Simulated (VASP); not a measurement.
# Pt (Fm-3m) in VASP: a series of runs

The runs below take Pt through single point, with r2SCAN.

All numbers are computed with VASP 6.6.1; they aren't measurements. Logs are shortened: lines on timing, memory, paths and dates and some standing lists are left out, and cuts for length are marked.

### 1 The cell of the first run

Symmetry: Fm-3m, No. 225, cubic system. The conventional cell has a = 3.940 Å, b = 3.940 Å, c = 3.940 Å, α = 90.00°, β = 90.00°, γ = 90.00°. Within 3.7 Å of Pt (site symmetry m-3m) lie 12 Pt at 2.79 Å.

### 2 Single point, r2SCAN

File POSCAR:

```
Pt
1.0
    2.7861568206      0.0000000000      0.0000000000
    0.0000000000      3.9402207625      0.0000000000
    1.3930784103      1.9701103813      1.3930784103
Pt
1
Direct
    0.0000000000      0.0000000000      0.0000000000
```

File INCAR.step1:

```
SYSTEM = Pt
PREC = Accurate
ENCUT = 520
ISMEAR = 0
SIGMA = 0.1
LREAL = .FALSE.
LASPH = .TRUE.
NELM = 60
NBANDS = 11
ISYM = 0
GGA = PE
ALGO = Normal
EDIFF = 1E-4
LWAVE = .TRUE.
LCHARG = .FALSE.
```

File INCAR.step2:

```
SYSTEM = Pt
PREC = Accurate
ENCUT = 520
EDIFF = 1E-7
ISMEAR = 0
SIGMA = 0.1
LREAL = .FALSE.
LASPH = .TRUE.
NELM = 60
ALGO = Normal
ISIF = 2
LWAVE = .FALSE.
LCHARG = .FALSE.
METAGGA = R2SCAN
LMIXTAU = .TRUE.
NBANDS = 11
ISYM = 0
ISTART = 1
```

File KPOINTS:

```
Automatic mesh
0
G
  12 9 24
  0 0 0
```

Potentials or basis: VASP PAW PBE potentials, release 64 (Pt).

Started as:

```bash
> cat potpaw_PBE.64/Pt/POTCAR > POTCAR
> cp INCAR.step1 INCAR
> mpirun -np 1 vasp_std > vasp.out
> cp INCAR.step2 INCAR
> mpirun -np 1 vasp_std > vasp.out
```

OUTCAR:

```text
SYSTEM = Pt
   PREC = Accurate
   ENCUT = 520
   EDIFF = 1E-7
   ISMEAR = 0
   LREAL = .FALSE.
   LASPH = .TRUE.
   NELM = 60
   ISIF = 2
   METAGGA = R2SCAN
   ISYM = 0
   ISTART = 1

 ion  position               nearest neighbor table
   1  0.000  0.000  0.000-

IMPORTANT INFORMATION: All symmetrisations will be switched off!
NOSYMM: (Re-)initialisation of all symmetry stuff for point group C_1.

----------------------------------------------------------------------------------------

                                     Primitive cell

  volume of cell :      15.2933

  direct lattice vectors                    reciprocal lattice vectors
     2.786156821  0.000000000  0.000000000     0.358917342  0.000000000 -0.358917342
     0.000000000  3.940220763  0.000000000     0.000000000  0.253792886 -0.358917342
     1.393078410  1.970110381  1.393078410     0.000000000  0.000000000  0.717834684

  length of vectors
     2.786156821  3.940220763  2.786156821     0.507585773  0.439582174  0.717834684

  position of ions in fractional coordinates (direct lattice)
     0.000000000  0.000000000  0.000000000

  ion indices of the primitive-cell ions
   primitive index   ion index
                 1           1

----------------------------------------------------------------------------------------

 KPOINTS: Automatic mesh

Automatic generation of k-mesh.
 Grid dimensions read from file:
 generate k-points for:   12    9   24

 Generating k-lattice:

  Cartesian coordinates                     Fractional coordinates (reciprocal lattice)
     0.029909778  0.000000000 -0.029909778     0.083333333  0.000000000  0.000000000
     0.000000000  0.028199210 -0.039879705     0.000000000  0.111111111  0.000000000
     0.000000000  0.000000000  0.029909778     0.000000000  0.000000000  0.041666667

  Length of vectors
     0.042298814  0.048842464  0.029909778

  Shift w.r.t. Gamma in fractional coordinates (k-lattice)
     0.000000000  0.000000000  0.000000000

 -----------------------------------------------------------------------------
|                                                                             |
|           W    W    AA    RRRRR   N    N  II  N    N   GGGG   !!!           |
|           W    W   A  A   R    R  NN   N  II  NN   N  G    G  !!!           |
|           W    W  A    A  R    R  N N  N  II  N N  N  G       !!!           |
|           W WW W  AAAAAA  RRRRR   N  N N  II  N  N N  G  GGG   !            |
|           WW  WW  A    A  R   R   N   NN  II  N   NN  G    G                |
|           W    W  A    A  R    R  N    N  II  N    N   GGGG   !!!           |
|                                                                             |
|     Your reciprocal lattice and k-lattice belong to different lattice       |
|     classes:                                                                |
|                                                                             |
[... 71 lines left out ...]
   NELECT =      10.0000    total number of electrons
   NUPDOWN=      -1.0000    fix difference up-down
   EMIN   =  10.00;   EMAX   =-10.00  energy-range for DOS
   EFERMI =   0.00;   METHOD = LEGACY
   ISMEAR =     0;   SIGMA  =   0.10  broadening in eV -4-tet -1-fermi 0-gaus
   EFERMI_NEDOS =   21; number of points for ismear=-14 and -15
   IALGO  =     38    algorithm
   IMIX   =      4    mixing-type and parameters
     AMIX     =   0.40;   BMIX     =  1.00
     AMIX_MAG =   1.60;   BMIX_MAG =  1.00
  volume/ion in A,a.u.               =      15.29       103.20
  Fermi-wavevector in a.u.,A,eV,Ry     =   1.420935  2.685178 27.470936  2.019057
  Thomas-Fermi vector in A             =   2.541798
   LORBIT       =      0    0 simple, 1 ext, 2 COOP (PROOUT), +10 PAW based schemes
   METAGGA = R2SCAN    functional components
   LHFCALC =     F    Hartree Fock is set to
   AEXX    =    0.0000 exact exchange contribution
   IVDW    =     0    specifies the selected vdW correction
   LEPSILON=     F    determine dielectric tensor
   LRPA    =     F    only Hartree local field effects (RPA)
 non-spin polarized calculation
 Gauss-broadening in eV      SIGMA  =   0.10
  energy-cutoff  :      520.00
  volume of cell :       15.29
 maximum number of plane-waves:       424
 NGX is ok and might be reduce to    24
   NGX = 11   NGY = 15   NGZ = 11

 number of electron      10.0000001 magnetization

 Free energy of the ion-electron system (eV)
  ---------------------------------------------------
  ext. energy  EPLUGINS =         0.00000000
  ---------------------------------------------------
  free energy    TOTEN  =       -51.50578855 eV

  energy without entropy =      -51.49650784  energy(sigma->0) =      -51.50114820

 E-fermi :  10.7413     XC(G=0): -14.5353

 val. band max:       10.7412600498   @ k =   0.4167  -0.2222   0.2083
 cond. band min:      10.7421894491   @ k =   0.1667  -0.2222   0.1667
 fundamental gap:      0.0009293993
 Fermi energy:        10.7412955356

 k-point     1 :       0.0000    0.0000    0.0000
  band No.  band energies     occupation
      1       0.4150      2.00000
      2       6.9197      2.00000
      3       6.9209      2.00000
      4       6.9246      2.00000
      5       9.0352      2.00000
      6       9.0378      2.00000
      7      26.2689      0.00000
      8      31.3551      0.00000
      9      31.3594      0.00000
     10      31.3597      0.00000
     11      37.1791      0.00000
[... 309 lines left out ...]
 k-point    24 :       0.3333    0.2222   -0.0000
  band No.  band energies     occupation
      1       4.3240      2.00000
      2       5.0746      2.00000
      3       8.0012      2.00000
      4       9.3365      2.00000
      5      10.8323      0.19831
      6      15.8533      0.00000
      7      17.8780      0.00000
      8      22.6196      0.00000
      9      25.6568      0.00000
     10      31.7070      0.00000
     11      37.5980      0.00000

 [... further k-points ...]
[... 5 lines left out ...]
  --------------------------------------------------------------------------------------
  -------------------------------------------------------------------------------------
  Total        0.0387232      0.0723689      0.0867953      0.0000066      0.0210920      0.0000047
  in kB        4.0567665      7.5815955      9.0929615      0.0006936      2.2096711      0.0004935
  external PRESSURE =       6.9104412 kB  Pullay stress =       0.0000000 kB

 VOLUME and BASIS-vectors are now :
 -----------------------------------------------------------------------------
  energy-cutoff  :      520.00
  volume of cell :       15.29
      direct lattice vectors                 reciprocal lattice vectors
     2.786156821  0.000000000  0.000000000     0.358917342  0.000000000 -0.358917342
     0.000000000  3.940220763  0.000000000     0.000000000  0.253792886 -0.358917342
     1.393078410  1.970110381  1.393078410     0.000000000  0.000000000  0.717834684

 POSITION                                       TOTAL-FORCE (eV/Angst)
 -----------------------------------------------------------------------------------
      0.00000      0.00000      0.00000         0.000000      0.000000      0.000000
 -----------------------------------------------------------------------------------
    total drift:                                0.000000      0.000000      0.000000

  FREE ENERGIE OF THE ION-ELECTRON SYSTEM (eV)
  ---------------------------------------------------
  free  energy   TOTEN  =       -51.5057885493 eV

  energy  without entropy=      -51.4965078436  energy(sigma->0) =      -51.50114820
```

OSZICAR.step1:

```text
N       E                     dE             d eps       ncg     rms          rms(c)
DAV:   1     0.400246429541E+02    0.40025E+02   -0.53714E+03 29212   0.846E+02
DAV:   2    -0.586527197324E+01   -0.45890E+02   -0.43971E+02 32701   0.177E+02
DAV:   3    -0.647430128749E+01   -0.60903E+00   -0.60569E+00 33531   0.194E+01
DAV:   4    -0.647671071099E+01   -0.24094E-02   -0.24092E-02 32842   0.144E+00
DAV:   5    -0.647673009361E+01   -0.19383E-04   -0.19381E-04 33496   0.119E-01    0.124E+01
DAV:   6    -0.613787140641E+01    0.33886E+00   -0.78166E-01 30659   0.702E+00    0.656E+00
DAV:   7    -0.610115596822E+01    0.36715E-01   -0.13899E-01 32834   0.287E+00    0.252E+00
DAV:   8    -0.609796500030E+01    0.31910E-02   -0.63081E-03 30980   0.682E-01    0.569E-01
DAV:   9    -0.609774150379E+01    0.22350E-03   -0.21329E-04 30185   0.126E-01    0.495E-02
DAV:  10    -0.609774377887E+01   -0.22751E-05   -0.54043E-06 15520   0.185E-02
   1 F= -.60977438E+01 E0= -.60927451E+01  d E =-.999741E-02
```

Run time: 22 min. Hardware: 1 thread of Intel Xeon 8259CL, shared host; peak memory 0.35 GiB.

What came out:

| Quantity | Value |
| --- | --- |
| Free energy | -51.5058 eV |
| Pressure | 0.7 GPa |
| Band gap on the k mesh | zero (bands 5 and 6 overlap by 2.31 eV) |

Caveat: the PAW data sets were made with another functional, which shifts forces and pressure a little; spin-orbit coupling is left out, which moves the levels of the heavy elements.

### 3 Single point, r2SCAN

POSCAR is that of step 2.

File INCAR.step1:

```
ALGO     = Normal         # electronic algorithm
EDIFF    = 1E-4           # SCF threshold, eV
ENCUT    = 520            # plane-wave cutoff, eV
GGA      = PE             # functional
ISMEAR   = 0              # smearing method
ISYM     = 0            
LASPH    = T              # aspherical terms in the spheres
LCHARG   = F              # write CHGCAR
LREAL    = F              # projectors in reciprocal space
LWAVE    = T              # write WAVECAR
NBANDS   = 11             # bands
NELM     = 100            # most SCF steps
PREC     = Accurate       # precision mode
SIGMA    = 0.1            # smearing width, eV
```

File INCAR.step2:

```
ALGO     = Normal         # electronic algorithm
EDIFF    = 1E-7           # SCF threshold, eV
ENCUT    = 520            # plane-wave cutoff, eV
ISIF     = 2              # what is computed and relaxed
ISMEAR   = 0              # smearing method
ISTART   = 1            
ISYM     = 0            
LASPH    = T              # aspherical terms in the spheres
LCHARG   = T              # write CHGCAR
LELF     = T              # ELF
LMIXTAU  = T            
LREAL    = F              # projectors in reciprocal space
LVHAR    = T            
LWAVE    = F              # write WAVECAR
METAGGA  = R2SCAN         # meta-GGA
NBANDS   = 11             # bands
NELM     = 100            # most SCF steps
PREC     = Accurate       # precision mode
SIGMA    = 0.1            # smearing width, eV
```

File KPOINTS:

```
k-points
0
Gamma
  12 9 24
```

Potentials or basis: VASP PAW PBE potentials, release 64 (Pt).

Started as:

```bash
> cat potpaw_PBE.64/Pt/POTCAR > POTCAR
> cp INCAR.step1 INCAR
> mpirun -np 1 vasp_std > vasp.out
> cp INCAR.step2 INCAR
> mpirun -np 1 vasp_std > vasp.out
```

Wall time 24 min (1 thread of Intel Xeon 8259CL, shared host); peak memory 0.35 GiB.

It converged, with:

```yaml
Free_energy: -51.5058 eV
Pressure: 0.7 GPa
Band_gap_on_the_k_mesh: zero (bands 5 and 6 overlap by 2.31 eV)
```

Levels at points of the mesh, in eV from the Fermi level:
| k point | band 3 | band 4 | band 5 | band 6 | band 7 | band 8 |
| --- | --- | --- | --- | --- | --- | --- |
| (0.00, 0.00, 0.00) | -3.82 | -3.82 | -1.71 | -1.70 | 15.53 | 20.61 |
| (0.50, 0.00, 0.00) | -0.05 | 0.52 | 0.52 | 1.98 | 9.20 | 11.98 |
| (0.00, 0.00, 0.50) | -0.05 | 0.52 | 0.52 | 1.98 | 9.20 | 11.98 |
| (0.50, 0.00, 0.50) | -0.05 | 0.52 | 0.52 | 1.98 | 9.20 | 11.98 |

Caveat: the PAW data sets were made with another functional, which shifts forces and pressure a little; spin-orbit coupling is left out, which moves the levels of the heavy elements.
